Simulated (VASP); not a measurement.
Runs of VASP 6.6.1 on BaTe. The structure is that of space group P6_3/mmc (No. 194), or close to it. The cells are those of the table. 

```tsv
level	cell	gap on the mesh (eV)	pressure (GPa)
PBE	a = 5.974, b = 5.974, c = 7.002 Å, angles 90.0, 90.0, 120.0°, 4 atoms	1.89	(b)
PBE	a = 5.852, b = 5.852, c = 6.859 Å, angles 90.0, 90.0, 120.0°, 4 atoms	(a)	1.8
r2SCAN	a = 5.913, b = 5.913, c = 6.931 Å, angles 90.0, 90.0, 120.0°, 4 atoms	2.18	1.0
PBE	a = 6.091, b = 6.091, c = 7.139 Å, angles 90.0, 90.0, 120.0°, 4 atoms	(c)	-0.9
PBE	a = 5.913, b = 5.913, c = 6.931 Å, angles 90.0, 90.0, 120.0°, 4 atoms	1.83	1.0
PBE	a = 6.033, b = 6.033, c = 7.072 Å, angles 90.0, 90.0, 120.0°, 4 atoms	1.94	-0.4
r2SCAN	a = 5.852, b = 5.852, c = 6.859 Å, angles 90.0, 90.0, 120.0°, 4 atoms	2.12	1.9
```

Alike in all rows: task single point; potentials or basis VASP PAW PBE potentials, release 64 (Ba_sv, Te); no spin polarisation; k mesh 6 × 6 × 4; cutoff (eV) 520; smearing gaussian 0.01 eV.

Q: Fill in the values left out.

A: (a) 1.77; (b) 0.2; (c) 1.98.

Caveats: spin-orbit coupling is left out, which moves the levels of the heavy elements; the PAW data sets were made with another functional, which shifts forces and pressure a little (at least some runs).

A k mesh can miss the band edges, and the runs leave out spin-orbit coupling on Ba, Te.
